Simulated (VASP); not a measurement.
Write the native input for VASP 6.6.1 that does the following.

```
Task                   : single point
Functional             : PBEsol
Potentials or basis    : VASP PAW PBE potentials, release 64 (Ti_sv)
Cutoff                 : 520 eV
k mesh                 : 20 × 20 × 20
Occupations            : gaussian, width 0.15 eV
Spin                   : no spin polarisation
Dipole correction      : no
Further INCAR settings : ALGO = Normal; EDIFF = 1e-06; NBANDS = 12
```

The structure of Ti lies in POSCAR:

```
Ti
1.0
    0.0000000000      1.9792500000      2.1315000000
    1.9792500000      0.0000000000      2.1315000000
    1.9792500000      1.9792500000      0.0000000000
Ti
1
Direct
    0.0000000000      0.0000000000      0.0000000000
```

This cell differs from its parent crystal: strain -0.025 along x and y, +0.050 along z.

The input as run:

INCAR

```
SYSTEM = Ti
PREC = Accurate
ENCUT = 520
EDIFF = 1E-6
ISMEAR = 0
SIGMA = 0.15
LREAL = .FALSE.
LASPH = .TRUE.
NELM = 60
ALGO = Normal
ISIF = 2
LWAVE = .FALSE.
LCHARG = .FALSE.
GGA = PS
NBANDS = 12
```

KPOINTS

```
Automatic mesh
0
G
  20 20 20
  0 0 0
```

Potentials or basis: VASP PAW PBE potentials, release 64 (Ti_sv).

Launch:

```sh
$ cat potpaw_PBE.64/Ti_sv/POTCAR > POTCAR
$ mpirun -np 1 vasp_std > vasp.out
```

It gave:

The pressure is -0.4 GPa and the band gap on the k mesh is zero (band 6 reaches 9.25 eV, above the bottom of band 7 at 7.88 eV).

Caveat: the cell differs from its parent crystal (strain -0.025 along x and y, +0.050 along z); the PAW data sets were made with another functional, which shifts forces and pressure a little.

It took 110 s on 1 thread of Intel(R) Xeon(R) Platinum 8259CL CPU @ 2.50GHz (Skylake/Cascade Lake), on a shared host, peak memory 0.24 GiB.
